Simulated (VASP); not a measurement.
# TiC (Fm-3m) in VASP: notebook

The runs below take TiC through single point, with PBE.

Everything below comes from runs of VASP 6.6.1. Logs are shortened: lines on timing, memory, paths and dates and some standing lists are left out, and cuts for length are marked.

## Step 1: The cell of the first run

The structure is cubic, space group Fm-3m (No. 225). The conventional cell has a = 4.157 Å, b = 4.157 Å, c = 4.157 Å, α = 90.00°, β = 90.00°, γ = 90.00°. Within 2.8 Å of Ti (site symmetry m-3m) lie 6 C at 2.08 Å. Within 2.8 Å of C (site symmetry m-3m) lie 6 Ti at 2.08 Å.

## Step 2: Single point, PBE (8.98 Å³/atom)

File INCAR:

```
SYSTEM = TiC
PREC     = Accurate       ! precision mode
ENCUT    = 520            ! plane-wave cutoff, eV
EDIFF    = 1E-6           ! SCF threshold, eV
ISMEAR   = -1             ! smearing method
SIGMA    = 0.15           ! smearing width, eV
LREAL    = .FALSE.        ! projectors in reciprocal space
LASPH    = .TRUE.         ! aspherical terms in the spheres
NELM     = 100            ! most SCF steps
ALGO     = Normal         ! electronic algorithm
ISIF     = 2              ! what is computed and relaxed
LWAVE    = .FALSE.        ! write WAVECAR
LCHARG   = .FALSE.        ! write CHGCAR
GGA      = PE             ! functional
NBANDS   = 15             ! bands
```

File KPOINTS:

```
Automatic mesh
0
G
  18 18 18
  0 0 0
```

File POSCAR:

```
TiC
1.0
    0.0000000000      2.0787000000      2.0787000000
    2.0787000000      0.0000000000      2.0787000000
    2.0787000000      2.0787000000      0.0000000000
Ti C
1 1
Direct
    0.0000000000      0.0000000000      0.0000000000
    0.5000000000      0.5000000000      0.5000000000
```

Potentials or basis: VASP PAW PBE potentials, release 64 (Ti_sv, C).

Started as:

```sh
$ cat potpaw_PBE.64/Ti_sv/POTCAR potpaw_PBE.64/C/POTCAR > POTCAR
$ mpirun -np 1 vasp_std > vasp.out
```

OUTCAR:

```text
SYSTEM = TiC
   PREC = Accurate
   ENCUT = 520
   EDIFF = 1E-6
   ISMEAR = -1
   LREAL = .FALSE.
   LASPH = .TRUE.
   NELM = 100
   ISIF = 2
   GGA = PE

 ion  position               nearest neighbor table
   1  0.000  0.000  0.000-   2 2.08   2 2.08   2 2.08   2 2.08   2 2.08   2 2.08
   2  0.500  0.500  0.500-   1 2.08   1 2.08   1 2.08   1 2.08   1 2.08   1 2.08

  LATTYP: Found a face centered cubic cell.
 ALAT       =     4.1574000000

  Lattice vectors:

 A1 = (   0.0000000000,   2.0787000000,   2.0787000000)
 A2 = (   2.0787000000,   0.0000000000,   2.0787000000)
 A3 = (   2.0787000000,   2.0787000000,   0.0000000000)

Analysis of symmetry for initial positions (statically):
=====================================================================
 Subroutine PRICEL returns:
 Original cell was already a primitive cell.

 Routine SETGRP: Setting up the symmetry group for a
 face centered cubic supercell.

 Subroutine GETGRP returns: Found 48 space group operations
 (whereof 48 operations were pure point group operations)
 out of a pool of 48 trial point group operations.

The static configuration has the point symmetry O_h .

Analysis of symmetry for dynamics (positions and initial velocities):
=====================================================================
 Subroutine PRICEL returns:
 Original cell was already a primitive cell.

 Routine SETGRP: Setting up the symmetry group for a
 face centered cubic supercell.

 Subroutine GETGRP returns: Found 48 space group operations
 (whereof 48 operations were pure point group operations)
 out of a pool of 48 trial point group operations.

The dynamic configuration has the point symmetry O_h .

 Subroutine INISYM returns: Found 48 space group operations
 (whereof 48 operations are pure point group operations),
 and found     1 'primitive' translations

----------------------------------------------------------------------------------------

                                     Primitive cell

  volume of cell :      17.9641

  direct lattice vectors                    reciprocal lattice vectors
     0.000000000  2.078700000  2.078700000    -0.240534950  0.240534950  0.240534950
     2.078700000  0.000000000  2.078700000     0.240534950 -0.240534950  0.240534950
     2.078700000  2.078700000  0.000000000     0.240534950  0.240534950 -0.240534950

  length of vectors
     2.939725732  2.939725732  2.939725732     0.416618754  0.416618754  0.416618754

  position of ions in fractional coordinates (direct lattice)
     0.000000000  0.000000000  0.000000000
     0.500000000  0.500000000  0.500000000

  ion indices of the primitive-cell ions
   primitive index   ion index
                 1           1
                 2           2

----------------------------------------------------------------------------------------

 KPOINTS: Automatic mesh

Automatic generation of k-mesh.
 Grid dimensions read from file:
 generate k-points for:   18   18   18

 Generating k-lattice:

  Cartesian coordinates                     Fractional coordinates (reciprocal lattice)
    -0.013363053  0.013363053  0.013363053     0.055555556  0.000000000  0.000000000
     0.013363053 -0.013363053  0.013363053     0.000000000  0.055555556  0.000000000
     0.013363053  0.013363053 -0.013363053     0.000000000  0.000000000  0.055555556

  Length of vectors
     0.023145486  0.023145486  0.023145486

  Shift w.r.t. Gamma in fractional coordinates (k-lattice)
     0.000000000  0.000000000  0.000000000

 Subroutine IBZKPT returns following result:
 ===========================================

 Found    195 irreducible k-points:

 Following reciprocal coordinates:
            Coordinates               Weight
  0.000000  0.000000  0.000000      1.000000
  0.055556  0.000000  0.000000      8.000000
  0.111111  0.000000  0.000000      8.000000
  0.166667  0.000000  0.000000      8.000000
  0.222222  0.000000  0.000000      8.000000
  0.277778  0.000000  0.000000      8.000000
[... 16 lines left out ...]
 -0.277778  0.055556  0.000000     24.000000
 -0.222222  0.055556  0.000000     24.000000
 [... further k-points ...]
   k-points           NKPTS =    195   k-points in BZ     NKDIM =    195   number of bands    NBANDS=     15
   number of dos      NEDOS =    301   number of ions     NIONS =      2
   total plane-waves  NPLWV =  13824
   dimension x,y,z NGX =    24 NGY =   24 NGZ =   24
   dimension x,y,z NGXF=    48 NGYF=   48 NGZF=   48
   ions per type =               1   1
   NGX,Y,Z   is equivalent  to a cutoff of  13.57, 13.57, 13.57 a.u.
   NGXF,Y,Z  is equivalent  to a cutoff of  27.14, 27.14, 27.14 a.u.
 SYSTEM =  TiC
   PREC   = accura    normal or accurate (medium, high low for compatibility)
   ISTART =      0    job   : 0-new  1-cont  2-samecut
   ICHARG =      2    charge: 1-file 2-atom 10-const
   ISPIN  =      1    spin polarized calculation?
   LNONCOLLINEAR =      F non collinear calculations
   LSORBIT =      F    spin-orbit coupling
   LASPH  =      T    aspherical Exc in radial PAW
   ENCUT  =  520.0 eV  38.22 Ry    6.18 a.u.   5.47  5.47  5.47*2*pi/ulx,y,z
   NELM   =    100;   NELMIN=  2; NELMDL= -5     # of ELM steps
   EDIFF  = 0.1E-05   stopping-criterion for ELM
   LREAL  =      F    real-space projection
   EDIFFG = 0.1E-04   stopping-criterion for IOM
   NSW    =      0    number of steps for IOM
   IBRION =     -1    ionic relax: 0-MD 1-quasi-New 2-CG
   NFREE  =      0    steps in history (QN), initial steepest desc. (CG)
   ISIF   =      2    stress and relaxation
   ISYM   =      2    0-nonsym 1-usesym 2-fastsym
   POTIM  = 0.5000    time-step for ionic-motion
   TEBEG  =    0.0;   TEEND  =   0.0 temperature during run
   PSTRESS=    0.0 pullay stress
   NELECT =      16.0000    total number of electrons
   NUPDOWN=      -1.0000    fix difference up-down
   EMIN   =  10.00;   EMAX   =-10.00  energy-range for DOS
   EFERMI =   0.00;   METHOD = LEGACY
   ISMEAR =    -1;   SIGMA  =   0.15  broadening in eV -4-tet -1-fermi 0-gaus
   EFERMI_NEDOS =   21; number of points for ismear=-14 and -15
   IALGO  =     38    algorithm
   IMIX   =      4    mixing-type and parameters
     AMIX     =   0.40;   BMIX     =  1.00
     AMIX_MAG =   1.60;   BMIX_MAG =  1.00
  volume/ion in A,a.u.               =       8.98        60.61
  Fermi-wavevector in a.u.,A,eV,Ry     =   1.575118  2.976541 33.755997  2.480996
  Thomas-Fermi vector in A             =   2.676150
   LORBIT       =      0    0 simple, 1 ext, 2 COOP (PROOUT), +10 PAW based schemes
   GGA     = PE    functional components
   LHFCALC =     F    Hartree Fock is set to
   AEXX    =    0.0000 exact exchange contribution
   IVDW    =     0    specifies the selected vdW correction
   LEPSILON=     F    determine dielectric tensor
   LRPA    =     F    only Hartree local field effects (RPA)
 non-spin polarized calculation
  energy-cutoff  :      520.00
  volume of cell :       17.96
 maximum number of plane-waves:       531
 NGX is ok and might be reduce to    24
   NGX = 11   NGY = 11   NGZ = 11

 number of electron      15.9999997 magnetization

 Free energy of the ion-electron system (eV)
  ---------------------------------------------------
  ext. energy  EPLUGINS =         0.00000000
  ---------------------------------------------------
  free energy    TOTEN  =       -18.45030793 eV

  energy without entropy =      -18.42813450  energy(sigma->0) =      -18.43922121

 E-fermi :  10.9278     XC(G=0): -13.3479

 val. band max:       10.8706754480   @ k =   0.2778   0.2222   0.0000
 cond. band min:      10.9435491681   @ k =   0.4444   0.4444   0.0000
 fundamental gap:      0.0728737200
 Fermi energy:        10.9278165817

 k-point     1 :       0.0000    0.0000    0.0000
  band No.  band energies     occupation
      1     -45.3098      2.00000
      2     -21.2491      2.00000
      3     -21.2491      2.00000
      4     -21.2491      2.00000
      5      -2.0390      2.00000
      6      11.6519      0.01589
      7      11.6519      0.01589
      8      11.6519      0.01589
      9      12.7627      0.00001
     10      12.7627      0.00001
     11      12.7627      0.00001
     12      12.9077      0.00000
     13      12.9077      0.00000
     14      23.3089      0.00000
     15      25.4477      0.00000

 k-point     2 :       0.0556    0.0000    0.0000
  band No.  band energies     occupation
      1     -45.3061      2.00000
      2     -21.2738      2.00000
      3     -21.2512      2.00000
      4     -21.2512      2.00000
      5      -1.9567      2.00000
      6      11.2415      0.21986
      7      11.4938      0.04491
      8      11.4938      0.04491
      9      12.0943      0.00084
     10      12.0943      0.00084
     11      13.0105      0.00000
     12      13.8566      0.00000
     13      13.8566      0.00000
     14      23.4281      0.00000
     15      25.5268      0.00000

 k-point     3 :       0.1111    0.0000    0.0000
  band No.  band energies     occupation
      1     -45.2952      2.00000
      2     -21.3446      2.00000
      3     -21.2573      2.00000
      4     -21.2573      2.00000
      5      -1.7147      2.00000
      6      10.4234      1.93306
      7      10.7680      1.48745
      8      10.7680      1.48745
      9      12.0993      0.00081
     10      12.0993      0.00081
     11      13.3821      0.00000
     12      14.9366      0.00000
     13      14.9366      0.00000
     14      23.7232      0.00000
     15      25.7004      0.00000
[... 343 lines left out ...]
 k-point    23 :      -0.2778    0.0556    0.0000
  band No.  band energies     occupation
      1     -45.2268      2.00000
      2     -21.7569      2.00000
      3     -21.3224      2.00000
      4     -21.2847      2.00000
      5       0.0571      2.00000
      6       7.0657      2.00000
      7       8.3887      2.00000
      8       8.6309      2.00000
      9      13.0865      0.00000
     10      13.5179      0.00000
     11      14.6186      0.00000
     12      17.8117      0.00000
     13      18.9272      0.00000
     14      22.7508      0.00000
     15      27.1873      0.00000

 k-point    24 :      -0.2222    0.0556    0.0000
  band No.  band energies     occupation
      1     -45.2483      2.00000
      2     -21.6275      2.00000
      3     -21.3097      2.00000
      4     -21.2719      2.00000
      5      -0.5677      2.00000
      6       8.0346      2.00000
      7       8.8934      2.00000
      8       9.1758      1.99998
      9      12.6442      0.00002
     10      13.1423      0.00000
     11      14.2764      0.00000
     12      16.8490      0.00000
     13      18.0176      0.00000
     14      23.6228      0.00000
     15      26.4867      0.00000

 [... further k-points ...]

------------------------ aborting loop because EDIFF is reached ----------------------------------------

  FORCE on cell =-STRESS in cart. coord.  units (eV):
  Direction    XX          YY          ZZ          XY          YZ          ZX
  --------------------------------------------------------------------------------------
  -------------------------------------------------------------------------------------
  Total        4.4818041      4.4818041      4.4818041      0.0000000      0.0000000      0.0000000
  in kB      399.7219569    399.7219569    399.7219569      0.0000000      0.0000000      0.0000000
  external PRESSURE =     399.7219569 kB  Pullay stress =       0.0000000 kB

 VOLUME and BASIS-vectors are now :
 -----------------------------------------------------------------------------
  energy-cutoff  :      520.00
  volume of cell :       17.96
      direct lattice vectors                 reciprocal lattice vectors
     0.000000000  2.078700000  2.078700000    -0.240534950  0.240534950  0.240534950
     2.078700000  0.000000000  2.078700000     0.240534950 -0.240534950  0.240534950
     2.078700000  2.078700000  0.000000000     0.240534950  0.240534950 -0.240534950

 POSITION                                       TOTAL-FORCE (eV/Angst)
 -----------------------------------------------------------------------------------
      0.00000      0.00000      0.00000         0.000000     -0.000000     -0.000000
      2.07870      2.07870      2.07870        -0.000000      0.000000      0.000000
 -----------------------------------------------------------------------------------
    total drift:                                0.000000     -0.000000     -0.000000

  FREE ENERGIE OF THE ION-ELECTRON SYSTEM (eV)
  ---------------------------------------------------
  free  energy   TOTEN  =       -18.4503079250 eV

  energy  without entropy=      -18.4281345028  energy(sigma->0) =      -18.43922121
```

Wall time 63 s (1 thread of Intel Xeon 8259CL, shared host); peak memory 0.18 GiB.

What came out:

* Free energy: -18.4503 eV
* Pressure: 40.0 GPa
* Band gap on the k mesh: zero (bands 8 and 9 overlap by 1.15 eV)

Caveat: the cell stands under pressure.

## Step 3: Single point, PBE

Changes to INCAR since step 2:

```diff
@@ -3,4 +3,4 @@
 ENCUT    = 520            ! plane-wave cutoff, eV
-EDIFF    = 1E-6           ! SCF threshold, eV
-ISMEAR   = -1             ! smearing method
+EDIFF    = 1E-7           ! SCF threshold, eV
+ISMEAR   = -4             ! smearing method
 SIGMA    = 0.15           ! smearing width, eV
@@ -12,4 +12,6 @@
 LWAVE    = .FALSE.        ! write WAVECAR
-LCHARG   = .FALSE.        ! write CHGCAR
+LCHARG   = .TRUE.         ! write CHGCAR
 GGA      = PE             ! functional
+LELF     = .TRUE.         ! ELF
+LVHAR    = .TRUE.       
 NBANDS   = 15             ! bands
```

File KPOINTS:

```
regular mesh
0
G
  18 18 18
  0 0 0
```

POSCAR is that of step 2.

Potentials or basis: VASP PAW PBE potentials, release 64 (Ti_sv, C).

Started as:

```sh
$ cat potpaw_PBE.64/Ti_sv/POTCAR potpaw_PBE.64/C/POTCAR > POTCAR
$ mpirun -np 1 vasp_std > vasp.out
```

Run time: 75 s. Hardware: 1 thread of Intel Xeon 8259CL, shared host; peak memory 0.19 GiB.

The run converged. Its results:

```
Free energy            : -18.4355 eV
Pressure               : 39.9 GPa
Band gap on the k mesh : zero (bands 8 and 9 overlap by 1.15 eV)
```

Levels at points of the mesh, in eV from the Fermi level:
```tsv
k point	band 6	band 7	band 8	band 9	band 10	band 11
(0.00, 0.00, 0.00)	0.70	0.70	0.70	1.81	1.81	1.81
(0.50, 0.00, 0.00)	-6.45	-3.34	-3.34	3.40	3.40	4.82
(0.50, 0.50, 0.00)	-3.50	-2.05	0.06	0.06	3.16	4.13
```

Caveat: the cell stands under pressure.
